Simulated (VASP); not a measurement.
Mo, 1 atom in the cell. The structure is cubic, space group Im-3m (No. 229). Conventional cell: a = 3.113 Å, b = 3.113 Å, c = 3.113 Å, α = 90.00°, β = 90.00°, γ = 90.00°. Mo (site symmetry m-3m) has 14 Mo at 2.70 to 3.11 Å within 3.6 Å. 

- Program: VASP 6.6.1
- Task: single point
- Functional: LDA
- Potentials or basis: VASP PAW LDA potentials, release 64 (Mo_sv)
- Cutoff: 520 eV
- k mesh: 23 × 23 × 23
- Occupations: fermi-dirac, width 0.1 eV
- Spin: no spin polarisation
- Dipole correction: no
- Further INCAR settings: ALGO = Normal; EDIFF = 1e-06; NBANDS = 13

Potentials or basis: VASP PAW LDA potentials, release 64 (Mo_sv).

The run is started by

```bash
$ cat potpaw_LDA.64/Mo_sv/POTCAR > POTCAR
$ mpirun -np 1 vasp_std > vasp.out
```

Hardware: 1 thread of Intel Xeon 8259CL, on a shared host.

Question: How long does it take, and how much memory?

Answer: Run time: 74 s on 1 thread of Intel Xeon 8259CL (shared host), peak memory 0.17 GiB. Counts: scf iterations 11, k points 364.
